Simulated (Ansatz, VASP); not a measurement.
## Two plane-wave programs on CoO

Contents of INCAR:

```
ALGO = Normal
EDIFF = 1E-6
ENCUT = 600
GGA = PE
GGA_COMPAT = F
ISIF = 2
ISMEAR = -1
ISPIN = 2
LASPH = T
LCHARG = F
LMAXMIX = 4
LORBIT = 11
LREAL = F
LWAVE = F
MAGMOM = 1.5 0
NBANDS = 22
NELM = 200
NUPDOWN = 1.5
PREC = Accurate
SIGMA = 0.05
```

KPOINTS

```
k-points
0
Gamma
  9 9 9
```

The input POSCAR:

```
CoO
1.0
    1.6022198417      0.9250420569      2.5664708903
   -1.6022198417      0.9250420569      2.5664708903
    0.0000000000     -1.8500841138      2.5664708903
Co O
1 1
Direct
    0.9989783200      0.9989783200      0.9989783200
    0.7510210300      0.7510210300      0.7510210300
```

File input.yaml:

```yaml
crystal:
  lattice:
    - [1.6022198417, 0.9250420569, 2.5664708903]
    - [-1.6022198417, 0.9250420569, 2.5664708903]
    - [0.0, -1.8500841138, 2.5664708903]
  atoms:
    - { symbol: Co, position: [0.99897832, 0.99897832, 0.99897832], spin: 1.5 }
    - { symbol: O, position: [0.75102103, 0.75102103, 0.75102103] }
hamiltonian:
  xc: pbe
  pseudopotentials: { kind: paw }
magnetization:
  spin_polarized: true
  initial_magnetization: 1.5
  spin_locking: { lock_magnetization: hard }
kpoints:
  mp_grid: { grid: [9, 9, 9] }
scf:
  occupations: { method: fermi_dirac, width: 0.05 }
  lower_state_search: "off"
output:
  forces: true
  stress: true
  eigenvalues: true
```

Alike in both runs: task single point; functional PBE; k mesh 9 × 9 × 9; occupations fermi-dirac, width 0.05 eV; collinear spin; fixed moment 1.5 μB.

```csv
,VASP,Ansatz
version,VASP 6.6.1,Ansatz 0.2.0
potentials or method,"VASP PAW PBE potentials, release 64 (Co_sv, O)",Ansatz PAW
plane-wave cutoff (eV),600,420
valence electrons in the cell,23,23
```

```tsv
	VASP	Ansatz	Ansatz less VASP
pressure (GPa)	-12.5	-10.7	+1.84
traceless stress, the component that is largest in VASP (GPa)	2.21	2.22	+0.006
rms of the force components (eV/Å)	0.130	0.131	+0.0006
net moment per atom (μB)	0.75	0.75	0.000
size of the moment on the site where the two differ most (μB)	1.37	1.30	-0.066
```

Site moments also hang on the region over which each program counts them. Atom by atom the forces differ by 0.001 eV/Å (rms over components). The functional is the same, so the differences come from potentials, cutoffs and numerics.
